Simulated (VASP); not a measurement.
# Co (P6_3/mmc) in VASP: further runs

The runs below take Co through single point, with PBE.

Everything below comes from runs of VASP 6.6.1. Logs are shortened: lines on timing, memory, paths and dates and some standing lists are left out, and cuts for length are marked.

### 1 The cell of the first run

It takes space group P6_3/mmc (No. 194, hexagonal). The conventional cell has a = 2.505 Å, b = 2.505 Å, c = 4.089 Å, α = 90.00°, β = 90.00°, γ = 120.00°. Co (site symmetry -6m2) has 12 Co at 2.50 to 2.51 Å within 3.3 Å.

### 2 Single point, PBE, collinear spin, zero start

The input, INCAR:

```
PREC = Accurate ; ENCUT = 520
EDIFF = 1E-6 ; ISMEAR = -1
SIGMA = 0.05 ; LREAL = F
LASPH = T ; NELM = 150
ALGO = Normal ; ISIF = 2
LWAVE = F ; LCHARG = F
ISPIN = 2 ; MAGMOM = 0 0
LORBIT = 11 ; NUPDOWN = 0.0
LMAXMIX = 4 ; GGA = PE
NBANDS = 20
```

The input, KPOINTS:

```
Automatic mesh
0
Gamma
  11 11 6
```

The input, POSCAR:

```
Co
1.0
    2.5053999800      0.0000000000      0.0000000000
   -1.2526999900      2.1697400300      0.0000000000
    0.0000000000      0.0000000000      4.0893000000
Co
2
Direct
    0.3333333300      0.6666666700      0.2500000000
    0.6666666700      0.3333333300      0.7500000000
```

Potentials or basis: VASP PAW PBE potentials, release 64 (Co).

Started as:

```console
> cat potpaw_PBE.64/Co/POTCAR > POTCAR
> mpirun -np 1 vasp_std > vasp.out
```

OUTCAR:

```text
PREC = Accurate
   ENCUT = 520
   EDIFF = 1E-6
   ISMEAR = -1
   LREAL = F
   LASPH = T
   NELM = 150
   ISIF = 2
   ISPIN = 2
   LORBIT = 11
   NUPDOWN = 0.0
   GGA = PE

 ion  position               nearest neighbor table
   1  0.333  0.667  0.250-   2 2.50   2 2.50   2 2.50   2 2.50   2 2.50   2 2.50
   2  0.667  0.333  0.750-   1 2.50   1 2.50   1 2.50   1 2.50   1 2.50   1 2.50

  LATTYP: Found a hexagonal cell.
 ALAT       =     2.5053999800
 C/A-ratio  =     1.6321944730

  Lattice vectors:

 A1 = (   2.5053999800,   0.0000000000,   0.0000000000)
 A2 = (  -1.2526999900,   2.1697400300,   0.0000000000)
 A3 = (   0.0000000000,   0.0000000000,   4.0893000000)

Analysis of symmetry for initial positions (statically):
=====================================================================
 Subroutine PRICEL returns:
 Original cell was already a primitive cell.

 Routine SETGRP: Setting up the symmetry group for a
 hexagonal supercell.

 Subroutine GETGRP returns: Found 24 space group operations
 (whereof 12 operations were pure point group operations)
 out of a pool of 24 trial point group operations.

The static configuration has the point symmetry D_3d.
 The point group associated with its full space group is D_6h.

Analysis of symmetry for dynamics (positions and initial velocities):
=====================================================================
 Subroutine PRICEL returns:
 Original cell was already a primitive cell.

 Routine SETGRP: Setting up the symmetry group for a
 hexagonal supercell.

 Subroutine GETGRP returns: Found 24 space group operations
 (whereof 12 operations were pure point group operations)
 out of a pool of 24 trial point group operations.

The dynamic configuration has the point symmetry D_3d.
 The point group associated with its full space group is D_6h.

Analysis of structural, dynamic, and magnetic symmetry:
=====================================================================
 Subroutine PRICEL returns:
 Original cell was already a primitive cell.

 Routine SETGRP: Setting up the symmetry group for a
 hexagonal supercell.

 Subroutine GETGRP returns: Found 24 space group operations
 (whereof 12 operations were pure point group operations)
 out of a pool of 24 trial point group operations.

The overall configuration has the point symmetry D_3d.
 The point group associated with its full space group is D_6h.

 Subroutine INISYM returns: Found 24 space group operations
 (whereof 12 operations are pure point group operations),
 and found     1 'primitive' translations

----------------------------------------------------------------------------------------

                                     Primitive cell

  volume of cell :      22.2297

  direct lattice vectors                    reciprocal lattice vectors
     2.505399980  0.000000000  0.000000000     0.399137865  0.230442354  0.000000000
    -1.252699990  2.169740030  0.000000000     0.000000000  0.460884708  0.000000000
     0.000000000  0.000000000  4.089300000     0.000000000  0.000000000  0.244540630

  length of vectors
     2.505399980  2.505399981  4.089300000     0.460884708  0.460884708  0.244540630

  position of ions in fractional coordinates (direct lattice)
     0.333333330  0.666666670  0.250000000
     0.666666670  0.333333330  0.750000000

  ion indices of the primitive-cell ions
   primitive index   ion index
                 1           1
                 2           2

----------------------------------------------------------------------------------------

 KPOINTS: Automatic mesh

Automatic generation of k-mesh.
 Grid dimensions read from file:
 generate k-points for:   11   11    6

 Generating k-lattice:

  Cartesian coordinates                     Fractional coordinates (reciprocal lattice)
     0.036285260  0.020949305  0.000000000     0.090909091  0.000000000  0.000000000
     0.000000000  0.041898610  0.000000000     0.000000000  0.090909091  0.000000000
     0.000000000  0.000000000  0.040756772     0.000000000  0.000000000  0.166666667

  Length of vectors
     0.041898610  0.041898610  0.040756772

  Shift w.r.t. Gamma in fractional coordinates (k-lattice)
     0.000000000  0.000000000  0.000000000

 Subroutine IBZKPT returns following result:
 ===========================================

 Found     64 irreducible k-points:

 Following reciprocal coordinates:
            Coordinates               Weight
  0.000000  0.000000  0.000000      1.000000
  0.090909 -0.000000  0.000000      6.000000
  0.181818 -0.000000  0.000000      6.000000
  0.272727  0.000000  0.000000      6.000000
  0.363636 -0.000000  0.000000      6.000000
  0.454545 -0.000000  0.000000      6.000000
[... 16 lines left out ...]
  0.090909  0.090909  0.166667     12.000000
  0.181818  0.090909  0.166667     24.000000
 [... further k-points ...]
   k-points           NKPTS =     64   k-points in BZ     NKDIM =     64   number of bands    NBANDS=     20
   number of dos      NEDOS =    301   number of ions     NIONS =      2
   total plane-waves  NPLWV =  12000
   dimension x,y,z NGX =    20 NGY =   20 NGZ =   30
   dimension x,y,z NGXF=    40 NGYF=   40 NGZF=   60
   ions per type =               2
   NGX,Y,Z   is equivalent  to a cutoff of  13.27, 13.27, 12.20 a.u.
   NGXF,Y,Z  is equivalent  to a cutoff of  26.54, 26.54, 24.39 a.u.
 SYSTEM =  unknown system
   PREC   = accura    normal or accurate (medium, high low for compatibility)
   ISTART =      0    job   : 0-new  1-cont  2-samecut
   ICHARG =      2    charge: 1-file 2-atom 10-const
   ISPIN  =      2    spin polarized calculation?
   LNONCOLLINEAR =      F non collinear calculations
   LSORBIT =      F    spin-orbit coupling
   LASPH  =      T    aspherical Exc in radial PAW
   ENCUT  =  520.0 eV  38.22 Ry    6.18 a.u.   4.66  4.66  7.60*2*pi/ulx,y,z
   NELM   =    150;   NELMIN=  2; NELMDL= -5     # of ELM steps
   EDIFF  = 0.1E-05   stopping-criterion for ELM
   LREAL  =      F    real-space projection
   EDIFFG = 0.1E-04   stopping-criterion for IOM
   NSW    =      0    number of steps for IOM
   IBRION =     -1    ionic relax: 0-MD 1-quasi-New 2-CG
   NFREE  =      0    steps in history (QN), initial steepest desc. (CG)
   ISIF   =      2    stress and relaxation
   ISYM   =      2    0-nonsym 1-usesym 2-fastsym
   POTIM  = 0.5000    time-step for ionic-motion
   TEBEG  =    0.0;   TEEND  =   0.0 temperature during run
   PSTRESS=    0.0 pullay stress
   NELECT =      18.0000    total number of electrons
   NUPDOWN=       0.0000    fix difference up-down
   EMIN   =  10.00;   EMAX   =-10.00  energy-range for DOS
   EFERMI =   0.00;   METHOD = LEGACY
   ISMEAR =    -1;   SIGMA  =   0.05  broadening in eV -4-tet -1-fermi 0-gaus
   EFERMI_NEDOS =   21; number of points for ismear=-14 and -15
   IALGO  =     38    algorithm
   IMIX   =      4    mixing-type and parameters
     AMIX     =   0.40;   BMIX     =  1.00
     AMIX_MAG =   1.60;   BMIX_MAG =  1.00
  volume/ion in A,a.u.               =      11.11        75.01
  Fermi-wavevector in a.u.,A,eV,Ry     =   1.525882  2.883500 31.678680  2.328317
  Thomas-Fermi vector in A             =   2.633992
   LORBIT       =     11    0 simple, 1 ext, 2 COOP (PROOUT), +10 PAW based schemes
   GGA     = PE    functional components
   LHFCALC =     F    Hartree Fock is set to
   AEXX    =    0.0000 exact exchange contribution
   IVDW    =     0    specifies the selected vdW correction
   LEPSILON=     F    determine dielectric tensor
   LRPA    =     F    only Hartree local field effects (RPA)
 spin polarized calculation
  energy-cutoff  :      520.00
  volume of cell :       22.23
 maximum number of plane-waves:       615
 NGX is ok and might be reduce to    20
   NGX =  9   NGY =  9   NGZ = 15

 number of electron      18.0000005 magnetization      -0.0000000

 number of electron      18.0000005 magnetization       0.0000000

 Free energy of the ion-electron system (eV)
  ---------------------------------------------------
  ext. energy  EPLUGINS =         0.00000000
  ---------------------------------------------------
  free energy    TOTEN  =       -13.57027091 eV

  energy without entropy =      -13.51545747  energy(sigma->0) =      -13.54286419

 E-fermi :   9.8011     XC(G=0): -13.2785

 val. band max:        9.7949164627   @ k =   0.0909  -0.0000   0.3333
 cond. band min:       9.8043095937   @ k =   0.3636   0.0909   0.3333
 fundamental gap:      0.0093931310
 Fermi energy:         9.8011369351

 spin component 1

 k-point     1 :       0.0000    0.0000    0.0000
  band No.  band energies     occupation
      1       1.1370      1.00000
      2       5.3262      1.00000
      3       8.0266      1.00000
      4       8.1107      1.00000
      5       8.1107      1.00000
      6       8.4216      1.00000
[... 12 lines left out ...]
     19      35.6854      0.00000
     20      35.6854      0.00000
[... 507 lines left out ...]
 k-point    24 :       0.1818    0.0909    0.1667
  band No.  band energies     occupation
      1       3.2479      1.00000
      2       6.2521      1.00000
      3       6.9145      1.00000
      4       7.3262      1.00000
      5       7.9680      1.00000
      6       8.2411      1.00000
[... 12 lines left out ...]
     19      34.8105      0.00000
     20      36.1764      0.00000

 [... further k-points ...]

 spin component 2

 k-point     1 :       0.0000    0.0000    0.0000
  band No.  band energies     occupation
      1       1.1370      1.00000
      2       5.3262      1.00000
      3       8.0266      1.00000
      4       8.1108      1.00000
      5       8.1108      1.00000
      6       8.4216      1.00000
[... 12 lines left out ...]
     19      35.6854      0.00000
     20      35.6854      0.00000
[... 507 lines left out ...]
 k-point    24 :       0.1818    0.0909    0.1667
  band No.  band energies     occupation
      1       3.2479      1.00000
      2       6.2521      1.00000
      3       6.9145      1.00000
      4       7.3262      1.00000
      5       7.9680      1.00000
      6       8.2411      1.00000
[... 12 lines left out ...]
     19      34.8105      0.00000
     20      36.1764      0.00000

 [... further k-points ...]

------------------------ aborting loop because EDIFF is reached ----------------------------------------

  FORCE on cell =-STRESS in cart. coord.  units (eV):
  Direction    XX          YY          ZZ          XY          YZ          ZX
  --------------------------------------------------------------------------------------
  -------------------------------------------------------------------------------------
  Total       -2.0556481     -2.0556481     -2.4648577      0.0000000      0.0000000      0.0000000
  in kB     -148.1581708   -148.1581708   -177.6514233      0.0000000      0.0000000      0.0000000
  external PRESSURE =    -157.9892550 kB  Pullay stress =       0.0000000 kB

 VOLUME and BASIS-vectors are now :
 -----------------------------------------------------------------------------
  energy-cutoff  :      520.00
  volume of cell :       22.23
      direct lattice vectors                 reciprocal lattice vectors
     2.505399980  0.000000000  0.000000000     0.399137865  0.230442354  0.000000000
    -1.252699990  2.169740030  0.000000000     0.000000000  0.460884708  0.000000000
     0.000000000  0.000000000  4.089300000     0.000000000  0.000000000  0.244540630

 POSITION                                       TOTAL-FORCE (eV/Angst)
 -----------------------------------------------------------------------------------
     -0.00000      1.44649      1.02232        -0.000000      0.000000      0.000000
      1.25270      0.72325      3.06697         0.000000     -0.000000      0.000000
 -----------------------------------------------------------------------------------
    total drift:                               -0.000000      0.000000     -0.000000

  FREE ENERGIE OF THE ION-ELECTRON SYSTEM (eV)
  ---------------------------------------------------
  free  energy   TOTEN  =       -13.5702709149 eV

  energy  without entropy=      -13.5154574696  energy(sigma->0) =      -13.54286419

 total charge

# of ion       s       p       d       tot
------------------------------------------
    1        0.471   0.491   7.266   8.227
    2        0.471   0.491   7.266   8.227
--------------------------------------------------
tot          0.941   0.982  14.531  16.454

 magnetization (x)

# of ion       s       p       d       tot
------------------------------------------
    1       -0.000  -0.000   0.000   0.000
    2       -0.000  -0.000   0.000   0.000
--------------------------------------------------
tot         -0.000  -0.000   0.000   0.000
```

Run time: 48 s. Hardware: 1 thread of Intel Xeon 8259CL, shared host; peak memory 0.17 GiB.

Results:

- Free energy: -13.5703 eV
- Pressure: -15.8 GPa
- Net moment: 0.00 μB per cell
- Valence electrons inside the program's atomic spheres: Co 8.23

Caveat: the cell stands under tension; the total moment is fixed, so each spin has its own Fermi level.

### 3 Single point, PBE, collinear spin, ferromagnetic start

The input, INCAR:

```
SYSTEM = Co
  PREC = Accurate
  ENCUT = 520
  EDIFF = 1E-7
  ISMEAR = -1
  SIGMA = 0.05
  LREAL = .FALSE.
  LASPH = .TRUE.
  NELM = 150
  ALGO = Normal
  ISIF = 2
  LWAVE = .FALSE.
  LCHARG = .FALSE.
  ISPIN = 2
  MAGMOM = 3 3
  LORBIT = 11
  LMAXMIX = 4
  GGA = PE
  NBANDS = 20
```

The input, KPOINTS:

```
Automatic mesh
0
G
  11 11 6
  0 0 0
```

POSCAR is that of step 2.

Potentials or basis: VASP PAW PBE potentials, release 64 (Co).

Started as:

```console
> cat potpaw_PBE.64/Co/POTCAR > POTCAR
> mpirun -np 1 vasp_std > vasp.out
```

It took 58 s on 1 thread of Intel Xeon 8259CL, shared host; peak memory 0.17 GiB.

The run converged. Its results:

```yaml
Free_energy: -14.0698 eV
Pressure: -6.1 GPa
Net_moment: 3.14 μB per cell
Site_moments: Co +1.60 μB
Valence_electrons_inside_the_program's_atomic_spheres: Co 8.23
```

Stress tensor (GPa, compression positive):
```
-5.33  0.00  0.00
 0.00 -5.33  0.00
 0.00  0.00 -7.79
```

Levels at points of the mesh, in eV from the Fermi level:
Spin up:
```csv
k point,band 8,band 9,band 10,band 11,band 12,band 13,band 14,band 15
"(0.00, 0.00, 0.00)",-1.88,-1.88,-0.85,-0.85,-0.16,6.02,21.89,24.30
"(0.00, 0.00, 0.50)",-2.59,-1.15,-1.15,-1.15,-1.15,14.51,14.51,22.59
```
Spin down:
| k point | band 4 | band 5 | band 6 | band 7 | band 8 | band 9 | band 10 | band 11 |
| --- | --- | --- | --- | --- | --- | --- | --- | --- |
| (0.00, 0.00, 0.00) | -0.93 | -0.93 | -0.59 | -0.59 | -0.25 | -0.14 | -0.14 | 1.00 |
| (0.00, 0.00, 0.50) | -1.53 | -0.99 | -0.99 | -0.99 | -0.99 | 0.67 | 0.67 | 0.67 |

Caveat: the cell stands under tension.

### 4 Single point, PBE, collinear spin, ferromagnetic start

The input, INCAR:

```
SYSTEM = Co
ALGO = Normal
EDIFF = 1E-6
ENCUT = 520
GGA = PE
ISIF = 2
ISMEAR = -1
ISPIN = 2
LASPH = .True.
LCHARG = .True.
LELF = .True.
LMAXMIX = 4
LORBIT = 11
LREAL = .False.
LVHAR = .True.
LWAVE = .False.
MAGMOM = 0.685 0.685
NBANDS = 20
NELM = 150
NUPDOWN = 1.37
PREC = Accurate
SIGMA = 0.05
```

The input, KPOINTS:

```
k-points
0
Gamma
  11 11 6
  0 0 0
```

POSCAR is that of step 3.

Started as:

```console
> cat potpaw_PBE.64/Co/POTCAR > POTCAR
> mpirun -np 1 vasp_std > vasp.out
```

It took 53 s on 1 thread of Intel Xeon 8259CL, shared host; peak memory 0.17 GiB.

It converged, with:

| Item | Value |
| --- | --- |
| Free energy | -13.6993 eV |
| Pressure | -14.2 GPa |
| Net moment | 1.37 μB per cell |
| Site moments | Co +0.70 μB |
| Valence electrons inside the program's atomic spheres | Co 8.23 |

Stress tensor (GPa, compression positive):
```
-13.25   0.00   0.00
  0.00 -13.25   0.00
  0.00   0.00 -16.11
```

Caveat: the cell stands under tension; the total moment is fixed, so each spin has its own Fermi level.

### 5 Single point, PBE, collinear spin, ferromagnetic start

The input, INCAR:

```
SYSTEM = Co
PREC     = Accurate       ! precision mode
ENCUT    = 520            ! plane-wave cutoff, eV
EDIFF    = 1E-6           ! SCF threshold, eV
ISMEAR   = -1             ! smearing method
SIGMA    = 0.05           ! smearing width, eV
LREAL    = .False.        ! projectors in reciprocal space
LASPH    = .True.         ! aspherical terms in the spheres
NELM     = 150            ! most SCF steps
ALGO     = Normal         ! electronic algorithm
ISIF     = 2              ! what is computed and relaxed
LWAVE    = .False.        ! write WAVECAR
LCHARG   = .False.        ! write CHGCAR
ISPIN    = 2              ! spin polarisation
MAGMOM   = 1.37 1.37      ! initial moments
LORBIT   = 11             ! projections on sites
NUPDOWN  = 2.74           ! fixed moment
LMAXMIX  = 4              ! l up to which the mixer works
GGA      = PE             ! functional
NBANDS   = 20             ! bands
```

The input, KPOINTS:

```
regular mesh
0
Gamma
  11 11 6
  0 0 0
```

POSCAR is that of step 4.

Started as:

```console
> cat potpaw_PBE.64/Co/POTCAR > POTCAR
> mpirun -np 1 vasp_std > vasp.out
```

Run time: 55 s. Hardware: 1 thread of Intel Xeon 8259CL, shared host; peak memory 0.17 GiB.

It converged, with:

* Free energy: -13.9894 eV
* Pressure: -8.6 GPa
* Net moment: 2.74 μB per cell
* Site moments: Co +1.40 μB
* Valence electrons inside the program's atomic spheres: Co 8.23

Stress tensor (GPa, compression positive):
```
 -7.04   0.00   0.00
  0.00  -7.04   0.00
  0.00   0.00 -11.65
```

Caveat: the cell stands under tension; the total moment is fixed, so each spin has its own Fermi level.

### 6 Overview

```tsv
spin	fixed moment (μB)	pressure (GPa)	moment (μB)
collinear, zero start	0.0	-15.8	0.00
collinear, ferromagnetic start	-	-6.1	3.14
collinear, ferromagnetic start	1.37	-14.2	1.37
collinear, ferromagnetic start	2.74	-8.6	2.74
```

Alike in all rows: task single point; level PBE; potentials or basis VASP PAW PBE potentials, release 64 (Co); cell as given; k mesh 11 × 11 × 6; cutoff (eV) 520; smearing fermi-dirac 0.05 eV.

Caveats: the cell stands under tension; the total moment is fixed, so each spin has its own Fermi level (at least some runs).

Absolute energies hang on the potentials; compare differences alone.
